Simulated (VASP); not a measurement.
## PH12C6SN3: single point with r2SCAN+D3(BJ)

The system is PH12C6SN3.

```
H P C S N
1.0
     4.60585    2.65919    2.73157
    -4.60585    2.65919    2.73157
     0.00000   -5.31838    2.73157
H P C S N
12 1 6 1 3
Direct
  0.16955 0.97711 0.66307
  0.66307 0.16955 0.97711
  0.97711 0.66307 0.16955
  0.97711 0.16955 0.66307
  0.16955 0.66307 0.97711
  0.66307 0.97711 0.16955
  0.01523 0.56289 0.56289
  0.56289 0.01523 0.56289
  0.56289 0.56289 0.01523
  0.71015 0.44803 0.44803
  0.44803 0.71015 0.44803
  0.44803 0.44803 0.71015
  0.00450 0.00450 0.00450
  0.00158 0.00158 0.69675
  0.69675 0.00158 0.00158
  0.00158 0.69675 0.00158
  0.84143 0.58240 0.58240
  0.58240 0.84143 0.58240
  0.58240 0.58240 0.84143
  0.24300 0.24300 0.24300
  0.81137 0.81137 0.54414
  0.54414 0.81137 0.81137
  0.81137 0.54414 0.81137
```

| Property | Result |
| --- | --- |
| Program | VASP 6.6.1 |
| Task | single point |
| Functional | r2SCAN |
| Dispersion | D3(BJ) |
| Potentials or basis | VASP PAW PBE potentials, release 64 (H, P, C, S, N) |
| Cutoff | 520 eV |
| k mesh | 6 × 6 × 6 |
| Occupations | gaussian, width 0.02 eV |
| Spin | no spin polarisation |

```json
{
 "Pressure": "0.1 GPa",
 "Largest force": "0.144 eV/Å",
 "Band gap on the k mesh": "4.62 eV (least direct gap 4.85 eV)",
 "Dispersion energy per atom": "-0.041 eV"
}
```

Forces in eV/Å, atoms in the order of the input:
```
H    0.050  0.033  0.018
H   -0.053  0.027  0.018
H    0.004 -0.060  0.018
H   -0.050  0.033  0.018
H    0.053  0.027  0.018
H   -0.004 -0.060  0.018
H    0.050  0.029  0.016
H   -0.050  0.029  0.016
H    0.000 -0.058  0.016
H    0.004  0.002 -0.063
H   -0.004  0.002 -0.063
H    0.000 -0.005 -0.063
P    0.000  0.000  0.054
C    0.000 -0.101  0.075
C    0.088  0.051  0.075
C   -0.088  0.051  0.075
C    0.032  0.018 -0.015
C   -0.032  0.018 -0.015
C    0.000 -0.037 -0.015
S    0.000  0.000 -0.144
N    0.000  0.051 -0.018
N   -0.045 -0.026 -0.018
N    0.045 -0.026 -0.018
```

Stress tensor (GPa, compression positive):
```
0.17 0.00 0.00
0.00 0.17 0.00
0.00 0.00 0.03
```

Levels at points of the mesh, in eV from the valence-band top:
```csv
k point,band 29,band 30,band 31,band 32,band 33,band 34
"(0.00, 0.00, 0.00)",-1.52,-0.24,-0.24,4.84,5.25,5.30
"(0.50, 0.00, 0.00)",-1.38,-0.36,-0.25,4.90,5.35,5.41
"(0.50, 0.50, 0.00)",-1.37,-0.24,-0.23,4.62,5.06,5.25
"(0.50, 0.50, 0.50)",-1.58,0.00,0.00,4.88,5.41,5.71
```

Run time: 10 min on 1 thread of Intel(R) Xeon(R) 6975P-C (Granite Rapids), with other jobs on the host, peak memory 0.47 GiB.

Caveat: the PAW data sets were made with another functional, which shifts forces and pressure a little. A k mesh can miss the band edges.
